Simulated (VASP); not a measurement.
Input of a VASP 6.6.1 run:

The input INCAR:

```
ALGO = Normal
EDIFF = 1E-6
ENCUT = 520
ISIF = 2
ISMEAR = -1
LASPH = True
LCHARG = False
LREAL = False
LWAVE = False
NBANDS = 11
NELM = 100
PREC = Accurate
SIGMA = 0.05
```

KPOINTS

```
k-points
0
Gamma
  10 10 10
```

Contents of POSCAR:

```
AlN
1.0
    0.0000000000      2.2127336128      2.2127336128
    2.2127336128      0.0000000000      2.2127336128
    2.2127336128      2.2127336128      0.0000000000
Al N
1 1
Direct
    0.0000000000      0.0000000000      0.0000000000
    0.2500000000      0.2500000000      0.2500000000
```

Potentials or basis: VASP PAW LDA potentials, release 64 (Al, N).

Launch:

```sh
$ cat potpaw_LDA.64/Al/POTCAR potpaw_LDA.64/N/POTCAR > POTCAR
$ mpirun -np 1 vasp_std > vasp.out
```

Problem. Estimate the band gap on the k mesh.

Solution. 3.20 eV, indirect (least direct gap 3.89 eV).

Problem. Predict the pressure.

Solution. -10.3 GPa.

A k mesh can miss the band edges. A hybrid or GW would open this gap; LDA tends to underestimate it.
